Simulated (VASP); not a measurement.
# Si3N4 (Si3N4 (P6_3/m)) (P6_3/m) in VASP: single point with PBE

Aim: the single point of Si3N4 (Si3N4 (P6_3/m)) with PBE.

All numbers are computed with VASP 6.6.1; they aren't measurements. Logs are shortened: lines on timing, memory, paths and dates and some standing lists are left out, and cuts for length are marked.

### 1 The cell of the first run

Symmetry: P6_3/m, No. 176, hexagonal system. Conventional cell: a = 7.664 Å, b = 7.664 Å, c = 2.926 Å, α = 90.00°, β = 90.00°, γ = 120.00°. Si (site symmetry m) has 4 N at 1.74 to 1.75 Å within 2.3 Å. N (site symmetry -6) has 3 Si at 1.74 Å within 2.3 Å. N (site symmetry m) has 3 Si at 1.75 Å within 2.3 Å.

### 2 Single point, PBE

File INCAR:

```
SYSTEM = Si3N4
PREC     = Accurate       ! precision mode
ENCUT    = 600            ! plane-wave cutoff, eV
EDIFF    = 1E-6           ! SCF threshold, eV
ISMEAR   = 0              ! smearing method
SIGMA    = 0.01           ! smearing width, eV
LREAL    = .FALSE.        ! projectors in reciprocal space
LASPH    = .TRUE.         ! aspherical terms in the spheres
NELM     = 120            ! most SCF steps
ALGO     = Normal         ! electronic algorithm
ISIF     = 2              ! what is computed and relaxed
LWAVE    = .FALSE.        ! write WAVECAR
LCHARG   = .FALSE.        ! write CHGCAR
GGA      = PE             ! functional
NBANDS   = 84             ! bands
GGA_COMPAT= .FALSE.
```

File KPOINTS:

```
regular mesh
0
G
  1 1 1
  0 0 0
```

File POSCAR:

```
Si3N4
1.0
    7.6639217127      0.0000000000      0.0000000000
   -3.8319608564      6.6371508959      0.0000000000
    0.0000000000      0.0000000000      5.8525451452
Si N
12 16
Direct
    0.2310829733      0.8249730151      0.3750000000
    0.4061099583      0.2310829733      0.1250000000
    0.8249730151      0.5938900417      0.1250000000
    0.1750269849      0.4061099583      0.3750000000
    0.5938900417      0.7689170267      0.3750000000
    0.7689170267      0.1750269849      0.1250000000
    0.2310829733      0.8249730151      0.8750000000
    0.4061099583      0.2310829733      0.6250000000
    0.8249730151      0.5938900417      0.6250000000
    0.1750269849      0.4061099583      0.8750000000
    0.5938900417      0.7689170267      0.8750000000
    0.7689170267      0.1750269849      0.6250000000
    0.3333333333      0.6666666667      0.3750000000
    0.6666666667      0.3333333333      0.1250000000
    0.9691646980      0.6699922986      0.3750000000
    0.2991723994      0.9691646980      0.1250000000
    0.6699922986      0.7008276006      0.1250000000
    0.3300077014      0.2991723994      0.3750000000
    0.0308353020      0.3300077014      0.1250000000
    0.7008276006      0.0308353020      0.3750000000
    0.3333333333      0.6666666667      0.8750000000
    0.6666666667      0.3333333333      0.6250000000
    0.9691646980      0.6699922986      0.8750000000
    0.2991723994      0.9691646980      0.6250000000
    0.6699922986      0.7008276006      0.6250000000
    0.3300077014      0.2991723994      0.8750000000
    0.0308353020      0.3300077014      0.6250000000
    0.7008276006      0.0308353020      0.8750000000
```

Potentials or basis: VASP PAW PBE potentials, release 64 (Si, N).

Started as:

```sh
$ cat potpaw_PBE.64/Si/POTCAR potpaw_PBE.64/N/POTCAR > POTCAR
$ mpirun -np 1 vasp_gam > vasp.out
```

OUTCAR:

```text
SYSTEM = Si3N4
   PREC = Accurate
   ENCUT = 600
   EDIFF = 1E-6
   ISMEAR = 0
   LREAL = .FALSE.
   LASPH = .TRUE.
   NELM = 120
   ISIF = 2
   GGA = PE

 ion  position               nearest neighbor table
   1  0.231  0.825  0.375-  13 1.74  15 1.75  16 1.75  24 1.75   7 2.93   7 2.93   5 3.02   4 3.02
                             8 3.07   2 3.07   9 3.07   3 3.07
   2  0.406  0.231  0.125-  14 1.74  16 1.75  18 1.75  26 1.75   8 2.93   8 2.93   6 3.02   3 3.02
                             1 3.07   7 3.07  10 3.07   4 3.07
   3  0.825  0.594  0.125-  14 1.74  17 1.75  15 1.75  23 1.75   9 2.93   9 2.93   2 3.02   6 3.02
                             1 3.07   7 3.07  11 3.07   5 3.07
   4  0.175  0.406  0.375-  13 1.74  18 1.75  19 1.75  27 1.75  10 2.93  10 2.93   5 3.02   1 3.02
                            12 3.07   6 3.07   8 3.07   2 3.07
   5  0.594  0.769  0.375-  13 1.74  20 1.75  17 1.75  25 1.75  11 2.93  11 2.93   1 3.02   4 3.02
                            12 3.07   6 3.07   9 3.07   3 3.07
   6  0.769  0.175  0.125-  14 1.74  19 1.75  20 1.75  28 1.75  12 2.93  12 2.93   2 3.02   3 3.02
                             5 3.07  11 3.07  10 3.07   4 3.07
   7  0.231  0.825  0.875-  21 1.74  23 1.75  16 1.75  24 1.75   1 2.93   1 2.93  11 3.02  10 3.02
                             8 3.07   2 3.07   9 3.07   3 3.07
   8  0.406  0.231  0.625-  22 1.74  24 1.75  18 1.75  26 1.75   2 2.93   2 2.93  12 3.02   9 3.02
                             7 3.07   1 3.07   4 3.07  10 3.07
   9  0.825  0.594  0.625-  22 1.74  25 1.75  23 1.75  15 1.75   3 2.93   3 2.93   8 3.02  12 3.02
                             7 3.07   1 3.07   5 3.07  11 3.07
  10  0.175  0.406  0.875-  21 1.74  26 1.75  19 1.75  27 1.75   4 2.93   4 2.93  11 3.02   7 3.02
                            12 3.07   6 3.07   8 3.07   2 3.07
  11  0.594  0.769  0.875-  21 1.74  28 1.75  25 1.75  17 1.75   5 2.93   5 2.93   7 3.02  10 3.02
                            12 3.07   6 3.07   9 3.07   3 3.07
  12  0.769  0.175  0.625-  22 1.74  27 1.75  20 1.75  28 1.75   6 2.93   6 2.93   8 3.02   9 3.02
                            11 3.07   5 3.07   4 3.07  10 3.07
  13  0.333  0.667  0.375-   5 1.74   1 1.74   4 1.74
  14  0.667  0.333  0.125-   2 1.74   6 1.74   3 1.74
  15  0.969  0.670  0.375-   1 1.75   3 1.75   9 1.75
  16  0.299  0.969  0.125-   2 1.75   1 1.75   7 1.75
  17  0.670  0.701  0.125-   3 1.75   5 1.75  11 1.75
  18  0.330  0.299  0.375-   4 1.75   2 1.75   8 1.75
[... 8 lines left out ...]
  27  0.031  0.330  0.625-  12 1.75  10 1.75   4 1.75
  28  0.701  0.031  0.875-  11 1.75   6 1.75  12 1.75

  LATTYP: Found a hexagonal cell.
 ALAT       =     7.6639217127
 C/A-ratio  =     0.7636488686

  Lattice vectors:

 A1 = (   7.6639217127,   0.0000000000,   0.0000000000)
 A2 = (  -3.8319608564,   6.6371508959,   0.0000000000)
 A3 = (   0.0000000000,   0.0000000000,   5.8525451452)

Analysis of symmetry for initial positions (statically):
=====================================================================
 Subroutine PRICEL returns following result:

  LATTYP: Found a hexagonal cell.
 ALAT       =     7.6639217127
 C/A-ratio  =     0.3818244343

  Lattice vectors:

 A1 = (   7.6639217127,   0.0000000000,   0.0000000000)
 A2 = (  -3.8319608564,   6.6371508959,   0.0000000000)
 A3 = (   0.0000000000,   0.0000000000,   2.9262725726)

   2 primitive cells build up your supercell.

 Routine SETGRP: Setting up the symmetry group for a
 hexagonal supercell.

 Subroutine GETGRP returns: Found 12 space group operations
 (whereof  6 operations were pure point group operations)
 out of a pool of 24 trial point group operations.

The static configuration has the point symmetry S_6 .
 The point group associated with its full space group is C_6h.

Analysis of symmetry for dynamics (positions and initial velocities):
=====================================================================
 Subroutine PRICEL returns following result:

  LATTYP: Found a hexagonal cell.
 ALAT       =     7.6639217127
 C/A-ratio  =     0.3818244343

  Lattice vectors:

 A1 = (   7.6639217127,   0.0000000000,   0.0000000000)
 A2 = (  -3.8319608564,   6.6371508959,   0.0000000000)
 A3 = (   0.0000000000,   0.0000000000,   2.9262725726)

   2 primitive cells build up your supercell.

 Routine SETGRP: Setting up the symmetry group for a
 hexagonal supercell.

 Subroutine GETGRP returns: Found 12 space group operations
 (whereof  6 operations were pure point group operations)
 out of a pool of 24 trial point group operations.

The dynamic configuration has the point symmetry S_6 .
 The point group associated with its full space group is C_6h.

 Subroutine INISYM returns: Found 12 space group operations
 (whereof  6 operations are pure point group operations),
 and found     2 'primitive' translations

----------------------------------------------------------------------------------------

                                     Primitive cell

  volume of cell :     148.8496

  direct lattice vectors                    reciprocal lattice vectors
     7.663921713  0.000000000  0.000000000     0.130481500  0.075333529  0.000000000
    -3.831960856  6.637150896  0.000000000     0.000000000  0.150667058  0.000000000
     0.000000000  0.000000000  2.926272573     0.000000000  0.000000000  0.341731666

  length of vectors
     7.663921713  7.663921713  2.926272573     0.150667058  0.150667058  0.341731666

  position of ions in fractional coordinates (direct lattice)
     0.231082973  0.824973015  0.750000000
     0.406109958  0.231082973  0.250000000
     0.824973015  0.593890042  0.250000000
     0.175026985  0.406109958  0.750000000
     0.593890042  0.768917027  0.750000000
     0.768917027  0.175026985  0.250000000
     0.333333333  0.666666667  0.750000000
     0.666666667  0.333333333  0.250000000
     0.969164698  0.669992299  0.750000000
     0.299172399  0.969164698  0.250000000
     0.669992299  0.700827601  0.250000000
     0.330007701  0.299172399  0.750000000
     0.030835302  0.330007701  0.250000000
     0.700827601  0.030835302  0.750000000

  ion indices of the primitive-cell ions
   primitive index   ion index
                 1           1
                 2           2
                 3           3
                 4           4
                 5           5
                 6           6
                 7          13
                 8          14
                 9          15
                10          16
                11          17
                12          18
                13          19
                14          20

----------------------------------------------------------------------------------------

 KPOINTS: regular mesh

Automatic generation of k-mesh.
 Grid dimensions read from file:
 generate k-points for:    1    1    1

 Generating k-lattice:

  Cartesian coordinates                     Fractional coordinates (reciprocal lattice)
     0.130481500  0.075333529  0.000000000     1.000000000  0.000000000  0.000000000
     0.000000000  0.150667058  0.000000000     0.000000000  1.000000000  0.000000000
     0.000000000  0.000000000  0.170865833     0.000000000  0.000000000  1.000000000

  Length of vectors
     0.150667058  0.150667058  0.170865833

  Shift w.r.t. Gamma in fractional coordinates (k-lattice)
     0.000000000  0.000000000  0.000000000

 Subroutine IBZKPT returns following result:
 ===========================================

 Found      1 irreducible k-points:

 Following reciprocal coordinates:
            Coordinates               Weight
  0.000000  0.000000  0.000000      1.000000
   k-points           NKPTS =      1   k-points in BZ     NKDIM =      1   number of bands    NBANDS=     84
   number of dos      NEDOS =    301   number of ions     NIONS =     28
   total plane-waves  NPLWV = 196608
   dimension x,y,z NGX =    64 NGY =   64 NGZ =   48
   dimension x,y,z NGXF=   128 NGYF=  128 NGZF=   96
   ions per type =              12  16
   NGX,Y,Z   is equivalent  to a cutoff of  13.88, 13.88, 13.63 a.u.
   NGXF,Y,Z  is equivalent  to a cutoff of  27.77, 27.77, 27.27 a.u.
 SYSTEM =  Si3N4
   PREC   = accura    normal or accurate (medium, high low for compatibility)
   ISTART =      0    job   : 0-new  1-cont  2-samecut
   ICHARG =      2    charge: 1-file 2-atom 10-const
   ISPIN  =      1    spin polarized calculation?
   LNONCOLLINEAR =      F non collinear calculations
   LSORBIT =      F    spin-orbit coupling
   LASPH  =      T    aspherical Exc in radial PAW
   ENCUT  =  600.0 eV  44.10 Ry    6.64 a.u.  15.31 15.31 11.69*2*pi/ulx,y,z
   NELM   =    120;   NELMIN=  2; NELMDL= -5     # of ELM steps
   EDIFF  = 0.1E-05   stopping-criterion for ELM
   LREAL  =      F    real-space projection
[... 7 lines left out ...]
   TEBEG  =    0.0;   TEEND  =   0.0 temperature during run
   PSTRESS=    0.0 pullay stress
   NELECT =     128.0000    total number of electrons
   NUPDOWN=      -1.0000    fix difference up-down
   EMIN   =  10.00;   EMAX   =-10.00  energy-range for DOS
   EFERMI =   0.00;   METHOD = LEGACY
   ISMEAR =     0;   SIGMA  =   0.01  broadening in eV -4-tet -1-fermi 0-gaus
   EFERMI_NEDOS =   21; number of points for ismear=-14 and -15
   IALGO  =     38    algorithm
   IMIX   =      4    mixing-type and parameters
     AMIX     =   0.40;   BMIX     =  1.00
     AMIX_MAG =   1.60;   BMIX_MAG =  1.00
  volume/ion in A,a.u.               =      10.63        71.75
  Fermi-wavevector in a.u.,A,eV,Ry     =   1.235622  2.334987 20.772856  1.526762
  Thomas-Fermi vector in A             =   2.370264
   LORBIT       =      0    0 simple, 1 ext, 2 COOP (PROOUT), +10 PAW based schemes
   GGA     = PE    functional components
   LHFCALC =     F    Hartree Fock is set to
   AEXX    =    0.0000 exact exchange contribution
   IVDW    =     0    specifies the selected vdW correction
   LEPSILON=     F    determine dielectric tensor
   LRPA    =     F    only Hartree local field effects (RPA)
 non-spin polarized calculation
 Gauss-broadening in eV      SIGMA  =   0.01
  energy-cutoff  :      600.00
  volume of cell :      297.70
 maximum number of plane-waves:      4974
 NGX is ok and might be reduce to    64
   NGX = 31   NGY = 31   NGZ = 23

 number of electron     127.9999987 magnetization

 Free energy of the ion-electron system (eV)
  ---------------------------------------------------
  ext. energy  EPLUGINS =         0.00000000
  ---------------------------------------------------
  free energy    TOTEN  =      -224.66952202 eV

  energy without entropy =     -224.66952202  energy(sigma->0) =     -224.66952202

 E-fermi :   6.5320     XC(G=0): -10.6799

 val. band max:        6.4651918035   @ k =   0.0000   0.0000   0.0000
 cond. band min:      10.8171464918   @ k =   0.0000   0.0000   0.0000
 fundamental gap:      4.3519546883
 Fermi energy:         6.5319732495

 k-point     1 :       0.0000    0.0000    0.0000
  band No.  band energies     occupation
      1     -11.4560      2.00000
      2     -10.0359      2.00000
      3     -10.0359      2.00000
      4      -9.3830      2.00000
      5      -9.2642      2.00000
      6      -9.2642      2.00000
[... 68 lines left out ...]
     75      12.4104      0.00000
     76      13.7702      0.00000
 [bands above 76 left out]

------------------------ aborting loop because EDIFF is reached ----------------------------------------

  FORCE on cell =-STRESS in cart. coord.  units (eV):
  Direction    XX          YY          ZZ          XY          YZ          ZX
  --------------------------------------------------------------------------------------
  -------------------------------------------------------------------------------------
  Total       -8.6870596     -8.6870596     16.9711299     -0.0000002      0.0000000      0.0000000
  in kB      -46.7526097    -46.7526098     91.3363847     -0.0000009      0.0000000      0.0000000
  external PRESSURE =      -0.7229449 kB  Pullay stress =       0.0000000 kB

 VOLUME and BASIS-vectors are now :
 -----------------------------------------------------------------------------
  energy-cutoff  :      600.00
  volume of cell :      297.70
      direct lattice vectors                 reciprocal lattice vectors
     7.663921713  0.000000000  0.000000000     0.130481500  0.075333529  0.000000000
    -3.831960856  6.637150896  0.000000000     0.000000000  0.150667058  0.000000000
     0.000000000  0.000000000  5.852545145     0.000000000  0.000000000  0.170865833

 POSITION                                       TOTAL-FORCE (eV/Angst)
 -----------------------------------------------------------------------------------
     -1.39026      5.47547      2.19470        -0.047099      0.288871     -0.000000
      2.22689      1.53373      0.73157        -0.273719      0.103647     -0.000000
      4.04677      3.94174      0.73157         0.226620      0.185224     -0.000000
     -0.21480      2.69541      2.19470        -0.226620     -0.185224     -0.000000
      1.60507      5.10342      2.19470         0.273719     -0.103647     -0.000000
      5.22222      1.16168      0.73157         0.047099     -0.288871     -0.000000
[... 20 lines left out ...]
     -1.02826      2.19031      3.65784         0.431131      0.185769     -0.000000
      5.25293      0.20466      5.12098         0.054684      0.466255      0.000000
 -----------------------------------------------------------------------------------
    total drift:                                0.000001     -0.000000      0.000000

  FREE ENERGIE OF THE ION-ELECTRON SYSTEM (eV)
  ---------------------------------------------------
  free  energy   TOTEN  =      -224.6695220219 eV

  energy  without entropy=     -224.6695220219  energy(sigma->0) =     -224.66952202
```

Wall time 29 s (1 thread of Intel Xeon 6975P-C (Granite Rapids), shared host); peak memory 0.43 GiB.

Results:

| Item | Value |
| --- | --- |
| Free energy | -224.6695 eV |
| Pressure | -0.1 GPa |
| Largest force | 0.469 eV/Å |
| Band gap on the k mesh | 4.35 eV |

Forces in eV/Å, atoms in the order of the input:
```
Si  -0.047  0.289  0.000
Si  -0.274  0.104  0.000
Si   0.227  0.185  0.000
Si  -0.227 -0.185  0.000
Si   0.274 -0.104  0.000
Si   0.047 -0.289  0.000
Si  -0.047  0.289  0.000
Si  -0.274  0.104  0.000
Si   0.227  0.185  0.000
Si  -0.227 -0.185  0.000
Si   0.274 -0.104  0.000
Si   0.047 -0.289  0.000
N    0.000  0.000  0.000
N    0.000  0.000  0.000
N   -0.431 -0.186  0.000
N   -0.055 -0.466  0.000
N   -0.376  0.280  0.000
N    0.376 -0.280  0.000
N    0.431  0.186  0.000
N    0.055  0.466  0.000
N    0.000  0.000  0.000
N    0.000  0.000  0.000
N   -0.431 -0.186  0.000
N   -0.055 -0.466  0.000
N   -0.376  0.280  0.000
N    0.376 -0.280  0.000
N    0.431  0.186  0.000
N    0.055  0.466  0.000
```

Caveat: the k points lie up to 1.07 Å⁻¹ apart. PBE gaps usually lie below the measured ones, often by a third to a half.
